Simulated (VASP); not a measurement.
A run of VASP 6.6.1:

The input INCAR:

```
PREC = Accurate
ENCUT = 520
EDIFF = 1E-6
ISMEAR = -1
SIGMA = 0.05
LREAL = False
LASPH = True
NELM = 80
ALGO = Normal
ISIF = 2
LWAVE = False
LCHARG = False
GGA = PE
NBANDS = 21
```

The input KPOINTS:

```
regular mesh
0
Gamma
  13 13 7
```

POSCAR

```
Sn
1.0
    3.3087254081      0.0000000000      0.0000000000
   -1.6543627041      2.8654402575      0.0000000000
    0.0000000000      0.0000000000      5.2638458165
Sn
2
Direct
    0.3333333333      0.6666666667      0.2500000000
    0.6666666667      0.3333333333      0.7500000000
```

Potentials or basis: VASP PAW PBE potentials, release 64 (Sn_d).

The run is started by

```sh
$ cat potpaw_PBE.64/Sn_d/POTCAR > POTCAR
$ mpirun -np 1 vasp_std > vasp.out
```

Hardware: 1 thread of Intel(R) Xeon(R) Platinum 8488C (Sapphire Rapids) (shared host).

Estimate the wall time of this run.

It took 66 s on 1 thread of Intel(R) Xeon(R) Platinum 8488C (Sapphire Rapids), on a shared host, peak memory 0.21 GiB. Counts: scf iterations 11, k points 84.
